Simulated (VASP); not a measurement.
Here is a VASP 6.6.1 calculation.

Contents of INCAR:

```
PREC = Accurate ; ENCUT = 600
EDIFF = 1E-6 ; ISMEAR = 0
SIGMA = 0.1 ; LREAL = F
LASPH = T ; NELM = 100
ALGO = Normal ; ISIF = 3
LWAVE = F ; LCHARG = F
GGA = PE ; IBRION = 2
NSW = 100 ; EDIFFG = -0.01
```

Contents of KPOINTS:

```
regular mesh
0
Gamma
  12 12 4
```

Contents of POSCAR:

```
W2Se
1.0
    3.1776524728      0.0000000000      0.0000000000
   -1.5888262364      2.7519277659      0.0000000000
    0.0000000000      0.0000000000     12.6624054023
W Se
4 2
Direct
    0.0000000000      0.0000000000      0.5864516169
    0.0000000000      0.0000000000      0.0864516169
    0.3333333333      0.6666666667      0.7295169682
    0.6666666667      0.3333333333      0.2295169682
    0.0000000000      0.0000000000      0.3778759849
    0.0000000000      0.0000000000      0.8778759849
```

Potentials or basis: VASP PAW PBE potentials, release 64 (W_sv, Se).

The run is started by

```sh
$ cat potpaw_PBE.64/W_sv/POTCAR potpaw_PBE.64/Se/POTCAR > POTCAR
$ mpirun -np 1 vasp_std > vasp.out
```

(1) What does it give for the relaxed cell?

(2) Predict the space group after relaxing (to 0.1 Å).

(3) What does it give for the band gap on the k mesh?

(4) Predict the relaxed volume.

Answers

(1) a = 3.182 Å, b = 3.182 Å, c = 12.674 Å, α = 90.00°, β = 90.00°, γ = 120.00°.

(2) P6_3mc (No. 186).

(3) zero (bands 34 and 35 overlap by 0.38 eV).

(4) 18.53 Å³/atom.

Caveat: spin-orbit coupling is left out, which moves the levels of the heavy elements.
